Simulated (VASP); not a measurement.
Wanted: the native input for a VASP 6.6.1 run.

* Task: single point
* Functional: PBE
* Potentials or basis: VASP PAW PBE potentials, release 64 (Ta_sv_GW, N)
* Cutoff: 600 eV
* k mesh: 5 × 5 × 5
* Occupations: methfessel-paxton, width 0.1 eV
* Spin: no spin polarisation
* Dipole correction: no
* Second run: valence_matched
* Further INCAR settings: ALGO = Normal; EDIFF = 1e-06; NBANDS = 16

The structure of TaN lies in POSCAR:

```
TaN
1.0
    0.0000000000      2.1790000000      2.1790000000
    2.1790000000      0.0000000000      2.1790000000
    2.1790000000      2.1790000000      0.0000000000
Ta N
1 1
Direct
    0.5000000000      0.5000000000      0.5000000000
    0.0000000000      0.0000000000      0.0000000000
```

These files were run (other wordings do the same):

INCAR

```
ALGO     = Normal         # electronic algorithm
EDIFF    = 1E-6           # SCF threshold, eV
ENCUT    = 600            # plane-wave cutoff, eV
GGA      = PE             # functional
GGA_COMPAT= False        
ISIF     = 2              # what is computed and relaxed
ISMEAR   = 1              # smearing method
LASPH    = True           # aspherical terms in the spheres
LCHARG   = False          # write CHGCAR
LREAL    = False          # projectors in reciprocal space
LWAVE    = False          # write WAVECAR
NBANDS   = 16             # bands
NELM     = 120            # most SCF steps
PREC     = Accurate       # precision mode
SIGMA    = 0.1            # smearing width, eV
```

KPOINTS

```
k-points
0
Gamma
  5 5 5
```

Potentials or basis: VASP PAW PBE potentials, release 64 (Ta_sv_GW, N).

Launch:

```bash
$ cat potpaw_PBE.64/Ta_sv_GW/POTCAR potpaw_PBE.64/N/POTCAR > POTCAR
$ mpirun -np 1 vasp_std > vasp.out
```

It gave:

```
Pressure               : 14.0 GPa
Band gap on the k mesh : zero (band 9 reaches 15.22 eV, above the bottom of band 10 at 12.07 eV)
```

Caveat: the k points lie up to 0.50 Å⁻¹ apart; spin-orbit coupling is left out, which moves the levels of the heavy elements.

Run time: 12 s on 1 thread of Intel(R) Xeon(R) 6975P-C (Granite Rapids), on a shared host, peak memory 0.16 GiB.
